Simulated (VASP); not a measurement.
# MgZr2N4: single point with PBE

Crystal: MgZr2N4.

```
Mg Zr N
1.0
     5.44563   -2.14366    0.03239
     5.44563    2.14366    0.03239
    -0.64560    0.00000    3.78526
Mg Zr N
1 2 4
Cartesian
  -0.3228 0.0000 1.8926
  6.4088 0.0000 3.7149
  3.8368 0.0000 0.1351
  9.0691 0.0000 0.4639
  1.1766 0.0000 3.3861
  5.7394 0.0000 1.5453
  4.5063 0.0000 2.3048
```

```json
{"Program": "VASP 6.6.1", "Task": "single point", "Functional": "PBE", "Potentials or basis": "VASP PAW PBE potentials, release 64 (Mg, Zr_sv, N)", "Cutoff": "520 eV", "k mesh": "8 × 8 × 8", "Occupations": "gaussian, width 0.02 eV", "Spin": "no spin polarisation", "Dipole correction": "no", "Further INCAR settings": "ALGO = Normal; EDIFF = 1e-07; NBANDS = 32"}
```

```yaml
Pressure: 5.5 GPa
Largest_force: 0.070 eV/Å
Band_gap_on_the_k_mesh: 0.71 eV (least direct gap 1.59 eV)
```

Forces in eV/Å, atoms in the order of the input:
```
Mg   0.000  0.000  0.000
Zr  -0.005  0.000  0.009
Zr   0.005  0.000 -0.009
N    0.023  0.000  0.020
N   -0.023  0.000 -0.020
N    0.059  0.000 -0.038
N   -0.059  0.000  0.038
```

Stress tensor (GPa, compression positive):
```
 5.62  0.00 -0.01
 0.00  5.42  0.00
-0.01  0.00  5.44
```

Levels at points of the mesh, in eV from the valence-band top:
| k point | band 21 | band 22 | band 23 | band 24 | band 25 | band 26 |
| --- | --- | --- | --- | --- | --- | --- |
| (0.00, 0.00, 0.00) | -1.07 | -0.90 | -0.59 | 1.56 | 2.67 | 3.03 |
| (0.50, 0.00, 0.00) | -2.06 | -1.86 | -0.86 | 2.69 | 3.58 | 3.88 |
| (0.50, 0.50, 0.00) | -1.40 | -0.96 | -0.55 | 2.08 | 2.32 | 3.29 |
| (0.00, 0.00, 0.50) | -2.07 | -1.05 | -0.38 | 2.17 | 2.46 | 2.96 |
| (0.50, 0.00, 0.50) | -2.39 | -1.20 | 0.00 | 2.28 | 2.71 | 3.59 |
| (0.50, 0.50, 0.50) | -0.99 | -0.90 | -0.88 | 0.71 | 2.01 | 2.86 |

It took 5.3 min on 1 thread of Intel(R) Xeon(R) 6975P-C (Granite Rapids) (shared host), peak memory 0.52 GiB.

Caveat: the cell stands under pressure. A k mesh can miss the band edges.
